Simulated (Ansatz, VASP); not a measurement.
Cd2Hg3S5: VASP beside Ansatz

```
CELL_PARAMETERS angstrom
-0.00028 -4.22271 -0.00050
4.22277 0.00028 -0.00073
-2.11339 2.11273 14.88199
ATOMIC_POSITIONS crystal
Cd 0.79924 0.79964 0.59848
Cd 0.20067 0.20102 0.40153
Hg 0.60085 0.60167 0.20215
Hg 0.00049 0.00028 0.99999
Hg 0.39881 0.39716 0.79784
S 0.24994 0.75034 0.50000
S 0.65143 0.15210 0.30321
S 0.05039 0.55067 0.10107
S 0.44982 0.94841 0.89894
S 0.84836 0.34872 0.69679
```

Change from the starting cell: cell x1, atoms moved at random (sigma 0.05 Å) and cell strained at random (1.5 %), then relaxed without symmetry.

Alike in both runs: functional PBE; k mesh 6 × 6 × 6; occupations gaussian, width 0.2 eV; no spin polarisation.

Ansatz relaxed the structure, and its values are those at the end. VASP's run is a single point on that final structure, the one shown.

|  | VASP | Ansatz |
| --- | --- | --- |
| version | VASP 6.6.1 | Ansatz 0.2.0 |
| potentials or method | VASP PAW PBE potentials, release 64 (Cd, Hg, S), cutoff 520 eV | scalar-relativistic, plane waves, PAW |
| valence electrons in the cell | 90 | 130 |

|  | VASP | Ansatz | Ansatz less VASP |
| --- | --- | --- | --- |
| gap on the k mesh at the Fermi level (eV) | none | none | - |
| pressure (GPa) | 0.3 | 0.0 | -0.26 |
| rms of the force components (eV/Å) | 0.003 | 0.003 | +0.0002 |

A gap of «none» marks a metal or a gap that the smearing closes. The functional is the same, so the differences come from potentials, cutoffs and numerics. VASP's potentials hold 90 valence electrons a cell and Ansatz's 130, so a difference there can come from the potentials and not from the codes.

Spin-orbit coupling is off throughout.
